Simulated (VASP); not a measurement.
A run of VASP 6.6.1:

INCAR

```
PREC = Accurate
ENCUT = 600
EDIFF = 1E-6
ISMEAR = 0
SIGMA = 0.02
LREAL = F
LASPH = T
NELM = 100
ALGO = Normal
ISIF = 3
LWAVE = F
LCHARG = F
GGA = PE
IVDW = 12
IBRION = 2
NSW = 70
EDIFFG = -0.005
```

KPOINTS

```
Automatic mesh
0
Gamma
  6 6 4
```

The input POSCAR:

```
SiO2
1.0
    5.0836993150      0.0000000000      0.0000000000
    0.0000000000      5.0836993150      0.0000000000
    0.0000000000      0.0000000000      7.1008769347
Si O
4 8
Direct
    0.2938575805      0.2938575805      0.0000000000
    0.2061424195      0.7938575805      0.2500000000
    0.7061424195      0.7061424195      0.5000000000
    0.7938575805      0.2061424195      0.7500000000
    0.2411801009      0.0934526401      0.1742257551
    0.4065473599      0.7411801009      0.4242257551
    0.7588198991      0.9065473599      0.6742257551
    0.5934526401      0.2588198991      0.9242257551
    0.7411801009      0.4065473599      0.5757742449
    0.9065473599      0.7588198991      0.3257742449
    0.2588198991      0.5934526401      0.0757742449
    0.0934526401      0.2411801009      0.8257742449
```

Potentials or basis: VASP PAW PBE potentials, release 64 (Si, O).

Launch:

```bash
$ cat potpaw_PBE.64/Si/POTCAR potpaw_PBE.64/O/POTCAR > POTCAR
$ mpirun -np 1 vasp_std > vasp.out
```

Hardware: 1 thread of Intel(R) Xeon(R) 6975P-C (Granite Rapids), with other jobs on the host.

How long does it take, and how much memory?

Wall time 37 min on 1 thread of Intel(R) Xeon(R) 6975P-C (Granite Rapids), with other jobs on the host, peak memory 0.44 GiB. Counts: scf iterations 226, k points 30, ion steps 37.
